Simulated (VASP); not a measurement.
# KYSe2 (Pmmn) in VASP: single point with r2SCAN+rVV10

Aim: the single point of KYSe2 with r2SCAN+rVV10.

Program: VASP 6.6.1. These are calculated values, not measurements. Logs are shortened: lines on timing, memory, paths and dates and some standing lists are left out, and cuts for length are marked.

### 1 The cell of the first run

The structure is orthorhombic, space group Pmmn (No. 59). Conventional cell: a = 4.129 Å, b = 6.011 Å, c = 9.182 Å, α = 90.00°, β = 90.00°, γ = 90.00°. K (site symmetry mm2) has 6 Se at 3.07 to 3.38 Å and 6 K at 4.13 to 4.14 Å within 4.2 Å. Within 3.7 Å of Se (site symmetry mm2) lie 2 Y at 2.79 Å and 4 K at 3.07 to 3.31 Å. Within 4.2 Å of Se (site symmetry mm2) lie 4 Y at 2.90 to 3.01 Å and 2 K at 3.38 Å and 11 Se at 3.91 to 4.18 Å. Y (site symmetry mm2) has 6 Se at 2.79 to 3.01 Å within 3.7 Å.

### 2 Single point, r2SCAN+rVV10

POSCAR

```
KYSe2
1.0
    4.1293672253      0.0000000000      0.0000000000
    0.0000000000      6.0109526894      0.0000000000
    0.0000000000      0.0000000000      9.1818570325
K Se Y
2 4 2
Direct
    0.0000000000      0.0000000000      0.8931812186
    0.5000000000      0.5000000000      0.1068187814
    0.0000000000      0.5000000000      0.8246629800
    0.5000000000      0.0000000000      0.1753370200
    0.0000000000      0.5000000000      0.3985867124
    0.5000000000      0.0000000000      0.6014132876
    0.0000000000      0.0000000000      0.3793924399
    0.5000000000      0.5000000000      0.6206075601
```

INCAR.step1

```
PREC = Accurate ; ENCUT = 520
ISMEAR = -1 ; SIGMA = 0.03
LREAL = F ; LASPH = T
NELM = 80 ; NBANDS = 42
GGA = PE ; ALGO = Normal
EDIFF = 1E-4 ; LWAVE = T
LCHARG = F
```

INCAR.step2

```
PREC = Accurate ; ENCUT = 520
EDIFF = 1E-7 ; ISMEAR = -1
SIGMA = 0.03 ; LREAL = F
LASPH = T ; NELM = 80
ALGO = Normal ; ISIF = 2
LWAVE = F ; LCHARG = F
METAGGA = R2SCAN ; LMIXTAU = T
LUSE_VDW = T ; IVDW_NL = 2
BPARAM = 11.95 ; CPARAM = 0.0093
NBANDS = 42 ; ISTART = 1
```

KPOINTS

```
Automatic mesh
0
Gamma
  6 4 4
```

Potentials or basis: VASP PAW PBE potentials, release 64 (K_sv, Se, Y_sv).

On the command line:

```console
cat potpaw_PBE.64/K_sv/POTCAR potpaw_PBE.64/Se/POTCAR potpaw_PBE.64/Y_sv/POTCAR > POTCAR
cp INCAR.step1 INCAR
mpirun -np 1 vasp_std > vasp.out
cp INCAR.step2 INCAR
mpirun -np 1 vasp_std > vasp.out
```

OUTCAR:

```text
PREC = Accurate
   ENCUT = 520
   EDIFF = 1E-7
   ISMEAR = -1
   LREAL = F
   LASPH = T
   NELM = 80
   ISIF = 2
   METAGGA = R2SCAN
   IVDW_NL = 2
   BPARAM = 11.95
   ISTART = 1

 ion  position               nearest neighbor table
   1  0.000  0.000  0.893-   3 3.07   3 3.07
   2  0.500  0.500  0.107-   4 3.07   4 3.07
   3  0.000  0.500  0.825-   8 2.79   8 2.79   1 3.07   1 3.07
   4  0.500  0.000  0.175-   7 2.79   7 2.79   2 3.07   2 3.07
   5  0.000  0.500  0.399-   8 2.90   8 2.90   7 3.01   7 3.01
   6  0.500  0.000  0.601-   7 2.90   7 2.90   8 3.01   8 3.01
   7  0.000  0.000  0.379-   4 2.79   4 2.79   6 2.90   6 2.90   5 3.01   5 3.01   8 4.27   8 4.27
                             8 4.27   8 4.27
   8  0.500  0.500  0.621-   3 2.79   3 2.79   5 2.90   5 2.90   6 3.01   6 3.01   7 4.27   7 4.27
                             7 4.27   7 4.27

  LATTYP: Found a simple orthorhombic cell.
 ALAT       =     4.1293672253
 B/A-ratio  =     1.4556595143
 C/A-ratio  =     2.2235506148

  Lattice vectors:

 A1 = (   4.1293672253,   0.0000000000,   0.0000000000)
 A2 = (   0.0000000000,   6.0109526894,   0.0000000000)
 A3 = (   0.0000000000,   0.0000000000,   9.1818570325)

Analysis of symmetry for initial positions (statically):
=====================================================================
 Subroutine PRICEL returns:
 Original cell was already a primitive cell.

 Routine SETGRP: Setting up the symmetry group for a
 simple orthorhombic supercell.

 Subroutine GETGRP returns: Found  8 space group operations
 (whereof  4 operations were pure point group operations)
 out of a pool of  8 trial point group operations.

The static configuration has the point symmetry C_2v.
 The point group associated with its full space group is D_2h.

Analysis of symmetry for dynamics (positions and initial velocities):
=====================================================================
 Subroutine PRICEL returns:
 Original cell was already a primitive cell.

 Routine SETGRP: Setting up the symmetry group for a
 simple orthorhombic supercell.

 Subroutine GETGRP returns: Found  8 space group operations
 (whereof  4 operations were pure point group operations)
 out of a pool of  8 trial point group operations.

The dynamic configuration has the point symmetry C_2v.
 The point group associated with its full space group is D_2h.

 Subroutine INISYM returns: Found  8 space group operations
 (whereof  4 operations are pure point group operations),
 and found     1 'primitive' translations

----------------------------------------------------------------------------------------

                                     Primitive cell

  volume of cell :     227.9068

  direct lattice vectors                    reciprocal lattice vectors
     4.129367225  0.000000000  0.000000000     0.242167854  0.000000000  0.000000000
     0.000000000  6.010952689  0.000000000     0.000000000  0.166362980  0.000000000
     0.000000000  0.000000000  9.181857032     0.000000000  0.000000000  0.108910430

  length of vectors
     4.129367225  6.010952689  9.181857032     0.242167854  0.166362980  0.108910430

  position of ions in fractional coordinates (direct lattice)
     0.000000000  0.000000000  0.893181219
     0.500000000  0.500000000  0.106818781
     0.000000000  0.500000000  0.824662980
     0.500000000  0.000000000  0.175337020
     0.000000000  0.500000000  0.398586712
     0.500000000  0.000000000  0.601413288
     0.000000000  0.000000000  0.379392440
     0.500000000  0.500000000  0.620607560

  ion indices of the primitive-cell ions
   primitive index   ion index
                 1           1
                 2           2
                 3           3
                 4           4
                 5           5
                 6           6
                 7           7
                 8           8

----------------------------------------------------------------------------------------

 KPOINTS: Automatic mesh

Automatic generation of k-mesh.
 Grid dimensions read from file:
 generate k-points for:    6    4    4

 Generating k-lattice:

  Cartesian coordinates                     Fractional coordinates (reciprocal lattice)
     0.040361309  0.000000000  0.000000000     0.166666667  0.000000000  0.000000000
     0.000000000  0.041590745  0.000000000     0.000000000  0.250000000  0.000000000
     0.000000000  0.000000000  0.027227608     0.000000000  0.000000000  0.250000000

  Length of vectors
     0.040361309  0.041590745  0.027227608

  Shift w.r.t. Gamma in fractional coordinates (k-lattice)
     0.000000000  0.000000000  0.000000000

 Subroutine IBZKPT returns following result:
 ===========================================

 Found     36 irreducible k-points:

 Following reciprocal coordinates:
            Coordinates               Weight
  0.000000  0.000000  0.000000      1.000000
  0.166667  0.000000  0.000000      2.000000
  0.333333  0.000000  0.000000      2.000000
  0.500000  0.000000  0.000000      1.000000
  0.000000  0.250000  0.000000      2.000000
  0.166667  0.250000  0.000000      4.000000
[... 16 lines left out ...]
  0.333333  0.500000  0.250000      4.000000
  0.500000  0.500000  0.250000      2.000000
 [... further k-points ...]
   k-points           NKPTS =     36   k-points in BZ     NKDIM =     36   number of bands    NBANDS=     42
   number of dos      NEDOS =    301   number of ions     NIONS =      8
   total plane-waves  NPLWV = 107520
   dimension x,y,z NGX =    32 NGY =   48 NGZ =   70
   dimension x,y,z NGXF=    64 NGYF=   96 NGZF=  140
   ions per type =               2   4   2
   NGX,Y,Z   is equivalent  to a cutoff of  12.88, 13.28, 12.67 a.u.
   NGXF,Y,Z  is equivalent  to a cutoff of  25.77, 26.55, 25.35 a.u.
 SYSTEM =  unknown system
   PREC   = accura    normal or accurate (medium, high low for compatibility)
   ISTART =      1    job   : 0-new  1-cont  2-samecut
   ICHARG =      0    charge: 1-file 2-atom 10-const
   ISPIN  =      1    spin polarized calculation?
   LNONCOLLINEAR =      F non collinear calculations
   LSORBIT =      F    spin-orbit coupling
   LASPH  =      T    aspherical Exc in radial PAW
   ENCUT  =  520.0 eV  38.22 Ry    6.18 a.u.   7.68 11.18 17.07*2*pi/ulx,y,z
   NELM   =     80;   NELMIN=  2; NELMDL=  0     # of ELM steps
   EDIFF  = 0.1E-06   stopping-criterion for ELM
   LREAL  =      F    real-space projection
   EDIFFG = 0.1E-05   stopping-criterion for IOM
   NSW    =      0    number of steps for IOM
   IBRION =     -1    ionic relax: 0-MD 1-quasi-New 2-CG
   NFREE  =      0    steps in history (QN), initial steepest desc. (CG)
   ISIF   =      2    stress and relaxation
   ISYM   =      2    0-nonsym 1-usesym 2-fastsym
   POTIM  = 0.5000    time-step for ionic-motion
   TEBEG  =    0.0;   TEEND  =   0.0 temperature during run
   PSTRESS=    0.0 pullay stress
   NELECT =      64.0000    total number of electrons
   NUPDOWN=      -1.0000    fix difference up-down
   EMIN   =  10.00;   EMAX   =-10.00  energy-range for DOS
   EFERMI =   0.00;   METHOD = LEGACY
   ISMEAR =    -1;   SIGMA  =   0.03  broadening in eV -4-tet -1-fermi 0-gaus
   EFERMI_NEDOS =   21; number of points for ismear=-14 and -15
   IALGO  =     38    algorithm
   IMIX   =      4    mixing-type and parameters
     AMIX     =   0.40;   BMIX     =  1.00
     AMIX_MAG =   1.60;   BMIX_MAG =  1.00
  volume/ion in A,a.u.               =      28.49       192.25
  Fermi-wavevector in a.u.,A,eV,Ry     =   1.072052  2.025884 15.637104  1.149295
  Thomas-Fermi vector in A             =   2.207810
   LORBIT       =      0    0 simple, 1 ext, 2 COOP (PROOUT), +10 PAW based schemes
   METAGGA = R2SCAN    functional components
   LHFCALC =     F    Hartree Fock is set to
   AEXX    =    0.0000 exact exchange contribution
   IVDW_NL    =     2    kernel type
   BPARAM     =11.9500
   IVDW    =     0    specifies the selected vdW correction
   LEPSILON=     F    determine dielectric tensor
   LRPA    =     F    only Hartree local field effects (RPA)
 non-spin polarized calculation
  energy-cutoff  :      520.00
  volume of cell :      227.91
 maximum number of plane-waves:      6192
 NGX is ok and might be reduce to    32
   NGX = 15   NGY = 23   NGZ = 35

 number of electron      63.9999998 magnetization

 Free energy of the ion-electron system (eV)
  ---------------------------------------------------
  ext. energy  EPLUGINS =         0.00000000
  ---------------------------------------------------
  free energy    TOTEN  =      -124.18876581 eV

  energy without entropy =     -124.18876581  energy(sigma->0) =     -124.18876581

 E-fermi :   1.9085     XC(G=0):  -9.2885

 val. band max:        1.3078690745   @ k =   0.0000   0.0000   0.0000
 cond. band min:       3.5541209021   @ k =   0.5000   0.0000   0.0000
 fundamental gap:      2.2462518276
 Fermi energy:         1.9085208410

 k-point     1 :       0.0000    0.0000    0.0000
  band No.  band energies     occupation
      1     -42.1926      2.00000
      2     -42.1876      2.00000
      3     -28.8707      2.00000
      4     -28.8544      2.00000
      5     -21.5887      2.00000
      6     -21.5357      2.00000
[... 34 lines left out ...]
     41       6.0010      0.00000
     42       6.9061      0.00000

 k-point     2 :       0.1667    0.0000    0.0000
  band No.  band energies     occupation
      1     -42.1912      2.00000
      2     -42.1868      2.00000
      3     -28.8676      2.00000
      4     -28.8536      2.00000
      5     -21.5833      2.00000
      6     -21.5374      2.00000
[... 34 lines left out ...]
     41       6.2047      0.00000
     42       6.6244      0.00000

 k-point     3 :       0.3333    0.0000    0.0000
  band No.  band energies     occupation
      1     -42.1881      2.00000
      2     -42.1856      2.00000
      3     -28.8608      2.00000
      4     -28.8526      2.00000
      5     -21.5699      2.00000
      6     -21.5434      2.00000
[... 897 lines left out ...]
      4     -28.8565      2.00000
      5     -21.5803      2.00000
      6     -21.5803      2.00000
[... 34 lines left out ...]
     41       7.2961      0.00000
     42       7.2962      0.00000

 k-point    24 :       0.5000    0.5000    0.2500
  band No.  band energies     occupation
      1     -42.1858      2.00000
      2     -42.1858      2.00000
      3     -28.8545      2.00000
      4     -28.8545      2.00000
      5     -21.5894      2.00000
      6     -21.5894      2.00000
[... 34 lines left out ...]
     41       7.3371      0.00000
     42       7.3371      0.00000

 [... further k-points ...]

------------------------ aborting loop because EDIFF is reached ----------------------------------------

  FORCE on cell =-STRESS in cart. coord.  units (eV):
  Direction    XX          YY          ZZ          XY          YZ          ZX
  --------------------------------------------------------------------------------------
  -------------------------------------------------------------------------------------
  Total        0.1449805      0.2652431      0.0859875      0.0000000      0.0000000      0.0000000
  in kB        1.0192079      1.8646502      0.6044893      0.0000000      0.0000000      0.0000000
  external PRESSURE =       1.1627825 kB  Pullay stress =       0.0000000 kB

 VOLUME and BASIS-vectors are now :
 -----------------------------------------------------------------------------
  energy-cutoff  :      520.00
  volume of cell :      227.91
      direct lattice vectors                 reciprocal lattice vectors
     4.129367225  0.000000000  0.000000000     0.242167854  0.000000000  0.000000000
     0.000000000  6.010952689  0.000000000     0.000000000  0.166362980  0.000000000
     0.000000000  0.000000000  9.181857032     0.000000000  0.000000000  0.108910430

 POSITION                                       TOTAL-FORCE (eV/Angst)
 -----------------------------------------------------------------------------------
      0.00000      0.00000      8.20106         0.000000      0.000000      0.002271
      2.06468      3.00548      0.98079         0.000000      0.000000     -0.002271
      0.00000      3.00548      7.57194         0.000000      0.000000      0.003807
      2.06468      0.00000      1.60992         0.000000      0.000000     -0.003807
      0.00000      3.00548      3.65977         0.000000      0.000000      0.005123
      2.06468      0.00000      5.52209         0.000000      0.000000     -0.005123
      0.00000      0.00000      3.48353         0.000000      0.000000      0.003891
      2.06468      3.00548      5.69833         0.000000      0.000000     -0.003891
 -----------------------------------------------------------------------------------
    total drift:                                0.000000     -0.000000      0.000000

  FREE ENERGIE OF THE ION-ELECTRON SYSTEM (eV)
  ---------------------------------------------------
  free  energy   TOTEN  =      -124.1887658074 eV

  energy  without entropy=     -124.1887658074  energy(sigma->0) =     -124.18876581
```

Wall time 57 min (1 thread of Intel Xeon 8259CL, shared host); peak memory 0.95 GiB.

Results:

```yaml
Free_energy: -124.1888 eV
Pressure: 0.1 GPa
Largest_force: 0.005 eV/Å
Band_gap_on_the_k_mesh: 2.25 eV (least direct gap 2.36 eV)
```

Forces in eV/Å, atoms in the order of the input:
```
K    0.000  0.000  0.002
K    0.000  0.000 -0.002
Se   0.000  0.000  0.004
Se   0.000  0.000 -0.004
Se   0.000  0.000  0.005
Se   0.000  0.000 -0.005
Y    0.000  0.000  0.004
Y    0.000  0.000 -0.004
```

Caveat: the PAW data sets were made with another functional, which shifts forces and pressure a little. A k mesh can miss the band edges.
